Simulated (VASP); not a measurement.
# Cu (P6_3/mmc) in VASP: vibrations by perturbation theory with PBEsol

Aim: the vibrations by perturbation theory of Cu with PBEsol.

Everything below comes from runs of VASP 6.6.1. Logs are shortened: lines on timing, memory, paths and dates and some standing lists are left out, and cuts for length are marked.

**1. The cell of the first run**

Symmetry: P6_3/mmc, No. 194, hexagonal system. The conventional cell has a = 2.521 Å, b = 2.521 Å, c = 4.117 Å, α = 90.00°, β = 90.00°, γ = 120.00°. Cu (site symmetry -6m2) has 12 Cu at 2.52 Å within 3.3 Å.

This isn't the form of Cu at room conditions, which is fcc.

**2. Vibrations by perturbation theory, PBEsol**

Input file INCAR:

```
SYSTEM = Cu
ALGO = Normal
EDIFF = 1E-8
ENCUT = 520
GGA = PS
IBRION = 8
ISIF = 2
ISMEAR = 0
LASPH = .TRUE.
LCHARG = .TRUE.
LREAL = .FALSE.
LWAVE = .FALSE.
NELM = 60
NSW = 1
PREC = Accurate
SIGMA = 0.15
```

Input file KPOINTS:

```
k-points
0
G
  30 30 14
  0 0 0
```

Input file POSCAR:

```
Cu
1.0
    2.5205910259      0.0000000000      0.0000000000
   -1.2602955130      2.1828958610      0.0000000000
    0.0000000000      0.0000000000      4.1165232698
Cu
2
Direct
    0.3333333333      0.6666666667      0.2500000000
    0.6666666667      0.3333333333      0.7500000000
```

Potentials or basis: VASP PAW PBE potentials, release 64 (Cu).

On the command line:

```console
$ cat potpaw_PBE.64/Cu/POTCAR > POTCAR
$ mpirun -np 1 vasp_std > vasp.out
```

OUTCAR:

```text
SYSTEM = Cu
   EDIFF = 1E-8
   ENCUT = 520
   GGA = PS
   IBRION = 8
   ISIF = 2
   ISMEAR = 0
   LASPH = .TRUE.
   LREAL = .FALSE.
   NELM = 60
   NSW = 1
   PREC = Accurate

 ion  position               nearest neighbor table
   1  0.333  0.667  0.250-   2 2.52   2 2.52   2 2.52   2 2.52   2 2.52   2 2.52
   2  0.667  0.333  0.750-   1 2.52   1 2.52   1 2.52   1 2.52   1 2.52   1 2.52

  LATTYP: Found a hexagonal cell.
 ALAT       =     2.5205910259
 C/A-ratio  =     1.6331579489

  Lattice vectors:

 A1 = (   2.5205910259,   0.0000000000,   0.0000000000)
 A2 = (  -1.2602955130,   2.1828958610,   0.0000000000)
 A3 = (   0.0000000000,   0.0000000000,   4.1165232698)

Analysis of symmetry for initial positions (statically):
=====================================================================
 Subroutine PRICEL returns:
 Original cell was already a primitive cell.

 Routine SETGRP: Setting up the symmetry group for a
 hexagonal supercell.

 Subroutine GETGRP returns: Found 24 space group operations
 (whereof 12 operations were pure point group operations)
 out of a pool of 24 trial point group operations.

The static configuration has the point symmetry D_3d.
 The point group associated with its full space group is D_6h.

Analysis of symmetry for dynamics (positions and initial velocities):
=====================================================================
 Subroutine PRICEL returns:
 Original cell was already a primitive cell.

 Routine SETGRP: Setting up the symmetry group for a
 hexagonal supercell.

 Subroutine GETGRP returns: Found 24 space group operations
 (whereof 12 operations were pure point group operations)
 out of a pool of 24 trial point group operations.

The dynamic configuration has the point symmetry D_3d.
 The point group associated with its full space group is D_6h.

 Subroutine INISYM returns: Found 24 space group operations
 (whereof 12 operations are pure point group operations),
 and found     1 'primitive' translations

----------------------------------------------------------------------------------------

                                     Primitive cell

  volume of cell :      22.6499

  direct lattice vectors                    reciprocal lattice vectors
     2.520591026  0.000000000  0.000000000     0.396732350  0.229053529  0.000000000
    -1.260295513  2.182895861  0.000000000     0.000000000  0.458107058  0.000000000
     0.000000000  0.000000000  4.116523270     0.000000000  0.000000000  0.242923442

  length of vectors
     2.520591026  2.520591026  4.116523270     0.458107058  0.458107058  0.242923442

  position of ions in fractional coordinates (direct lattice)
     0.333333333  0.666666667  0.250000000
     0.666666667  0.333333333  0.750000000

  ion indices of the primitive-cell ions
   primitive index   ion index
                 1           1
                 2           2

----------------------------------------------------------------------------------------

 KPOINTS: k-points

Automatic generation of k-mesh.
 Grid dimensions read from file:
 generate k-points for:   30   30   14

 Generating k-lattice:

  Cartesian coordinates                     Fractional coordinates (reciprocal lattice)
     0.013224412  0.007635118  0.000000000     0.033333333  0.000000000  0.000000000
     0.000000000  0.015270235  0.000000000     0.000000000  0.033333333  0.000000000
     0.000000000  0.000000000  0.017351674     0.000000000  0.000000000  0.071428571

  Length of vectors
     0.015270235  0.015270235  0.017351674

  Shift w.r.t. Gamma in fractional coordinates (k-lattice)
     0.000000000  0.000000000  0.000000000

 Subroutine IBZKPT returns following result:
 ===========================================

 Found    728 irreducible k-points:

 Following reciprocal coordinates:
            Coordinates               Weight
  0.000000  0.000000  0.000000      1.000000
  0.033333  0.000000  0.000000      6.000000
  0.066667  0.000000  0.000000      6.000000
  0.100000  0.000000  0.000000      6.000000
  0.133333 -0.000000  0.000000      6.000000
  0.166667  0.000000  0.000000      6.000000
[... 16 lines left out ...]
  0.233333  0.033333  0.000000     12.000000
  0.266667  0.033333  0.000000     12.000000
 [... further k-points ...]
   k-points           NKPTS =    728   k-points in BZ     NKDIM =    728   number of bands    NBANDS=     15
   number of dos      NEDOS =    301   number of ions     NIONS =      2
   total plane-waves  NPLWV =  12800
[... 24 lines left out ...]
   TEBEG  =    0.0;   TEEND  =   0.0 temperature during run
   PSTRESS=    0.0 pullay stress
   NELECT =      22.0000    total number of electrons
   NUPDOWN=      -1.0000    fix difference up-down
   EMIN   =  10.00;   EMAX   =-10.00  energy-range for DOS
   EFERMI =   0.00;   METHOD = LEGACY
   ISMEAR =     0;   SIGMA  =   0.15  broadening in eV -4-tet -1-fermi 0-gaus
   EFERMI_NEDOS =   21; number of points for ismear=-14 and -15
   IALGO  =     38    algorithm
   IMIX   =      4    mixing-type and parameters
     AMIX     =   0.40;   BMIX     =  1.00
     AMIX_MAG =   1.60;   BMIX_MAG =  1.00
  volume/ion in A,a.u.               =      11.32        76.42
  Fermi-wavevector in a.u.,A,eV,Ry     =   1.621289  3.063792 35.763969  2.628578
  Thomas-Fermi vector in A             =   2.715089
   LORBIT       =      0    0 simple, 1 ext, 2 COOP (PROOUT), +10 PAW based schemes
   GGA     = PS    functional components
   LHFCALC =     F    Hartree Fock is set to
   AEXX    =    0.0000 exact exchange contribution
   IVDW    =     0    specifies the selected vdW correction
   LEPSILON=     F    determine dielectric tensor
   LRPA    =     F    only Hartree local field effects (RPA)
 non-spin polarized calculation
 Gauss-broadening in eV      SIGMA  =   0.15
  energy-cutoff  :      520.00
  volume of cell :       22.65
 maximum number of plane-waves:       628
 NGX is ok and might be reduce to    20
   NGX =  9   NGY =  9   NGZ = 15

--------------------------------------- Ionic step        1  -------------------------------------------

 number of electron      21.9999982 magnetization

 Free energy of the ion-electron system (eV)
  ---------------------------------------------------
  ext. energy  EPLUGINS =         0.00000000
  ---------------------------------------------------
  free energy    TOTEN  =        -8.60368809 eV

  energy without entropy =       -8.59766999  energy(sigma->0) =       -8.60067904

 E-fermi :   7.9022     XC(G=0): -13.1544

 val. band max:        7.9015568680   @ k =   0.3000   0.2000   0.2857
 cond. band min:       7.9128417041   @ k =   0.5000   0.0000   0.0000
 fundamental gap:      0.0112848361
 Fermi energy:         7.9022050555

 k-point     1 :       0.0000    0.0000    0.0000
  band No.  band energies     occupation
      1      -1.7843      2.00000
      2       2.5915      2.00000
      3       4.7657      2.00000
      4       4.8305      2.00000
      5       4.8305      2.00000
      6       5.0534      2.00000
      7       5.0534      2.00000
      8       5.3609      2.00000
      9       5.3609      2.00000
     10       6.1582      2.00000
     11       6.1582      2.00000
     12       6.7670      2.00000
     13      11.8791      0.00000
     14      29.6102      0.00000
[... 401 lines left out ...]
      2       3.4290      2.00000
      3       3.8795      2.00000
      4       4.2780      2.00000
      5       4.7951      2.00000
      6       4.9358      2.00000
      7       5.0967      2.00000
      8       5.6047      2.00000
      9       5.6823      2.00000
     10       5.8350      2.00000
     11       6.2708      2.00000
     12      11.4802      0.00000
     13      12.7755      0.00000
     14      17.2059      0.00000
     15      23.0065      0.00000

 [... further k-points ...]
[... 5 lines left out ...]
  --------------------------------------------------------------------------------------
  -------------------------------------------------------------------------------------
  Total        0.0504832      0.0504832      0.1853554     -0.0000000      0.0000000      0.0000000
  in kB        3.5710151      3.5710151     13.1114207     -0.0000000      0.0000000      0.0000000
  external PRESSURE =       6.7511503 kB  Pullay stress =       0.0000000 kB

 VOLUME and BASIS-vectors are now :
 -----------------------------------------------------------------------------
  energy-cutoff  :      520.00
  volume of cell :       22.65
      direct lattice vectors                 reciprocal lattice vectors
     2.520591026  0.000000000  0.000000000     0.396732350  0.229053529  0.000000000
    -1.260295513  2.182895861  0.000000000     0.000000000  0.458107058  0.000000000
     0.000000000  0.000000000  4.116523270     0.000000000  0.000000000  0.242923442

 POSITION                                       TOTAL-FORCE (eV/Angst)
 -----------------------------------------------------------------------------------
     -0.00000      1.45526      1.02913         0.000000      0.000000      0.000000
      1.26030      0.72763      3.08739        -0.000000     -0.000000      0.000000
 -----------------------------------------------------------------------------------
    total drift:                               -0.000000      0.000000     -0.000000

  FREE ENERGIE OF THE ION-ELECTRON SYSTEM (eV)
  ---------------------------------------------------
  free  energy   TOTEN  =        -8.6036880908 eV

  energy  without entropy=       -8.5976699937  energy(sigma->0) =       -8.60067904

[... ionic steps 2 to 3 ...]

--------------------------------------- Ionic step        4  -------------------------------------------

------------------------ aborting loop because EDIFF is reached ----------------------------------------

[... ionic steps 5 to 5 ...]

--------------------------------------- Ionic step        6  -------------------------------------------

 Free energy of the ion-electron system (eV)
  ---------------------------------------------------
  ---------------------------------------------------
  free energy    TOTEN  =        -0.25120601 eV

  energy without entropy =       -0.25120601

------------------------ aborting loop because EDIFF is reached ----------------------------------------

 INTERNAL STRAIN TENSOR  FOR ION    1  DIRECTION 3   (eV/Angst):
 -----------------------------------------------------------------------------
     0.00082  0.00000  0.00000
     0.00000  0.00082  0.00000
     0.00000 -0.00000  0.01050

 INTERNAL STRAIN TENSOR FOR ION    2 for displacements in x,y,z  (eV/Angst):
          X           Y           Z          XY          YZ          ZX
  --------------------------------------------------------------------------------
  x    -0.00000     0.00000     0.00000     1.80449     0.00000     0.00000
  y     1.80449    -1.80449     0.00000     0.00000     0.00000     0.00000
  z     0.00000     0.00000    -0.00000     0.00000     0.00000     0.00000

 SECOND DERIVATIVES (NOT SYMMETRIZED)
 ------------------------------------
               1X          1Y          1Z          2X          2Y          2Z
  1X    -1.493484    0.000000    0.000000    1.493484   -0.000000    0.000000
  1Y     0.000000   -1.493484    0.000000   -0.000000    1.493484    0.000000
  1Z     0.000000    0.000000   -8.135533    0.000000    0.000000    8.135533
  2X     1.493484   -0.000000    0.000000   -1.493484    0.000000    0.000000
  2Y    -0.000000    1.493484    0.000000    0.000000   -1.493484    0.000000
  2Z     0.000000    0.000000    8.135533    0.000000    0.000000   -8.135533

 Eigenvectors and eigenvalues of the dynamical matrix
 ----------------------------------------------------

   1 f  =    7.910694 THz    49.704359 2PiTHz  263.872362 cm-1    32.715989 meV
             X         Y         Z           dx          dy          dz
     -0.000000  1.455264  1.029131     0.000000    0.000000    0.707107
      1.260296  0.727632  3.087392     0.000000    0.000000   -0.707107
[... 11 lines left out ...]
   4 f  =    0.000000 THz     0.000001 2PiTHz    0.000003 cm-1     0.000000 meV
             X         Y         Z           dx          dy          dz
     -0.000000  1.455264  1.029131    -0.001188    0.010465    0.707028
      1.260296  0.727632  3.087392    -0.001188    0.010465    0.707028

   5 f/i=    0.000000 THz     0.000000 2PiTHz    0.000000 cm-1     0.000000 meV
             X         Y         Z           dx          dy          dz
     -0.000000  1.455264  1.029131     0.581955   -0.401598    0.006922
      1.260296  0.727632  3.087392     0.581955   -0.401598    0.006922

   6 f/i=    0.000000 THz     0.000000 2PiTHz    0.000002 cm-1     0.000000 meV
             X         Y         Z           dx          dy          dz
     -0.000000  1.455264  1.029131     0.401656    0.581902   -0.007938
      1.260296  0.727632  3.087392     0.401656    0.581902   -0.007938

--------------------------------------------------------------------------------------------------------

 ELASTIC MODULI CONTR FROM IONIC RELAXATION (kBar)
 Direction    XX          YY          ZZ          XY          YZ          ZX
 --------------------------------------------------------------------------------
 XX        -154.2235    154.2235     -0.0000      0.0000     -0.0000      0.0000
 YY         154.2235   -154.2235      0.0000      0.0000      0.0000      0.0000
 ZZ          -0.0000      0.0000     -0.0000     -0.0000      0.0000      0.0000
 XY           0.0000      0.0000     -0.0000   -154.2235      0.0000      0.0000
 YZ          -0.0000      0.0000      0.0000      0.0000     -0.0000      0.0000
 ZX           0.0000      0.0000      0.0000      0.0000      0.0000      0.0000
 --------------------------------------------------------------------------------
```

It took 51 min on 1 thread of Oxide Virtual Turin-like, shared host; peak memory 2.1 GiB.

Results:

```yaml
Highest_phonon_frequency_at_Γ: 264 cm⁻¹
```

Phonon frequencies in cm⁻¹ (negative: imaginary):
| q point | frequencies |
| --- | --- |
| (0.000, 0.000, 0.000) | 0 0 0 113 113 264 |

Caveat: the PAW data sets were made with another functional, which shifts forces and pressure a little.
